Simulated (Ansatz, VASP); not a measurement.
Mg: VASP beside Ansatz

```
Mg
1.0
     0.00000    1.63311    1.63311
     1.63311    0.00000    1.63311
     1.63311    1.63311    0.00000
Mg
1
Direct
  0.00000 0.00000 0.00000
```

Change from the starting cell: volume scaled by 0.4, LAPW.

Alike in both runs: task single point; functional LDA; k mesh 16 × 16 × 16; occupations fermi-dirac, width 0.05 eV; no spin polarisation.

|  | VASP | Ansatz |
| --- | --- | --- |
| version | VASP 6.6.1 | Ansatz 0.2.0 |
| potentials or method | VASP PAW LDA potentials, release 64 (Mg), cutoff 520 eV | all-electron LAPW, scalar-relativistic |

```csv
,VASP,Ansatz,Ansatz less VASP
pressure (GPa),211.8,206.7,-5.10
```

LDA's correlation is that of Perdew and Zunger in VASP and of Perdew and Wang (1992) in Ansatz. Both programs put the cell under a high pressure, so it lies far from rest at this level. Ansatz ran all-electron here, and VASP with PAW potentials.

Noted on VASP's run: the cell as given lies far from equilibrium.
